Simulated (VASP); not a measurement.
The system is TbSi3W2.

```
Tb Si W
1.0
     2.94246   -5.10211    0.00000
     2.94246    5.10211    0.00000
    -0.07066    0.00000    3.37310
Tb Si W
1 3 2
Direct
  0.00000 0.00000 0.00000
  0.00000 0.50000 0.50000
  0.50000 0.00000 0.50000
  0.50000 0.50000 0.50000
  0.66700 0.33300 0.00000
  0.33300 0.66700 0.00000
```

The cell was generated, and may not be a known phase.

- Program: VASP 6.6.1
- Task: relaxation of cell and atoms
- Functional: PBE
- Potentials or basis: VASP PAW PBE potentials, release 64 (Tb_3, Si, W_sv), 4f in core
- Cutoff: 500 eV
- k mesh: 3 × 3 × 5
- Occupations: gaussian, width 0.2 eV
- Spin: no spin polarisation

At the start: pressure 15.1 GPa; volume 16.88 Å³/atom.

Problem. How do energy, volume and symmetry change on relaxing?

Solution. Over 11 steps the energy falls by 414.7 meV/atom and the volume is 16.90 Å³/atom (+0.1 %); space group C2/m (No. 12, to 0.1 Å) before, P6/mmm (No. 191, to 0.1 Å).

The path:
```
step  energy change (eV)  largest force (eV/Å)  pressure (GPa)  volume (Å³)
   1              0.0000                0.0618           15.09       101.28
   2             -0.0402                0.0004          -16.56       126.00
   3             -0.6979                0.0126           -4.37       112.95
   4             -1.4277                0.0035           -5.85       110.72
   5             -2.2876                0.0004           -3.86       103.15
   6             -2.3333                0.0010           -6.35       106.66
   7             -2.4069                0.0014           -5.82       105.49
   8             -2.1575                0.0193           14.91        93.78
   9             -2.4844                0.0068           -0.10       101.49
  10             -2.4844                0.0069            0.05       101.40
  11             -2.4882                0.0077            0.03       101.42
```

Final structure:
```
Tb Si W
1.0
     2.66428   -4.61050    0.03259
     2.66428    4.61050    0.03259
    -0.03631    0.00000    4.12776
Tb Si W
1 3 2
Direct
  0.00000 0.00000 0.00000
  0.00000 0.50000 0.50000
  0.50000 0.00000 0.50000
  0.50000 0.50000 0.50000
  0.66657 0.33343 0.00000
  0.33343 0.66657 0.00000
```

Caveat: the k points lie up to 0.45 Å⁻¹ apart in the final cell, too coarse for converged energies and pressures of a metal; a cell axis changed by over 15 % at a fixed basis, so the end point is rough; an odd number of electrons without spin polarisation forces a metal; a magnetic or distorted state may lie lower.
